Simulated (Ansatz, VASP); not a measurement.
**Two plane-wave programs on AlGaN2**

Contents of INCAR:

```
PREC = Accurate
ENCUT = 910
EDIFF = 1E-6
ISMEAR = 0
SIGMA = 0.05
LREAL = False
LASPH = True
NELM = 120
ALGO = Normal
ISIF = 2
LWAVE = False
LCHARG = False
NBANDS = 21
GGA_COMPAT = False
```

Contents of KPOINTS:

```
regular mesh
0
Gamma
  8 8 6
```

The input POSCAR:

```
AlGaN2
1.0
    3.0374043052      0.0000000000      0.0000000000
    0.0000000000      3.0374043052      0.0000000000
    0.0000000000      0.0000000000      4.3843302008
Al Ga N
1 1 2
Direct
    0.5000000000      0.5000000000      0.5000000000
    0.0000000000      0.0000000000      0.0000000000
    0.5000000000      0.0000000000      0.7400513254
    0.0000000000      0.5000000000      0.2599486746
```

Input for Ansatz:

```yaml
crystal:
  lattice:
    - [3.0374043052, 0.0, 0.0]
    - [0.0, 3.0374043052, 0.0]
    - [0.0, 0.0, 4.3843302008]
  atoms:
    - { symbol: Al, position: [0.5, 0.5, 0.5] }
    - { symbol: Ga, position: [0.0, 0.0, 0.0] }
    - { symbol: "N", position: [0.5, 0.0, 0.7400513254] }
    - { symbol: "N", position: [0.0, 0.5, 0.2599486746] }
basis:
  ecutwfc: 420
kpoints:
  mp_grid: { grid: [8, 8, 6] }
hamiltonian:
  xc: lda
scf:
  occupations: { method: gaussian, width: 0.05 }
output:
  forces: true
  stress: true
  eigenvalues: true
```

Change from the starting cell: strain -0.0250 x Voigt [1, 1, 0, 0, 0, 0], atoms carried along.

Alike in both runs: task single point; functional LDA; k mesh 8 × 8 × 6; occupations gaussian, width 0.05 eV; no spin polarisation.

|  | VASP | Ansatz |
| --- | --- | --- |
| version | VASP 6.6.1 | Ansatz 0.2.0 |
| potentials or method | VASP PAW LDA potentials, release 64 (Al, Ga_d, N_h), cutoff 910 eV | scalar-relativistic, plane waves, PAW |
| valence electrons in the cell | 26 | 26 |

|  | VASP | Ansatz | Ansatz less VASP |
| --- | --- | --- | --- |
| gap on the k mesh at the Fermi level (eV) | 3.17 | 3.19 | +0.017 |
| least direct gap on the mesh (eV) | 3.41 | 3.40 | -0.013 |
| rms of the force components (eV/Å) | 0.002 | 0.010 | +0.0089 |

LDA's correlation is that of Perdew and Zunger in VASP and of Perdew and Wang (1992) in Ansatz. Atom by atom the forces differ by 0.012 eV/Å (rms over components).

Noted on VASP's run: the cutoff is short for stress, so the pressure is rough.
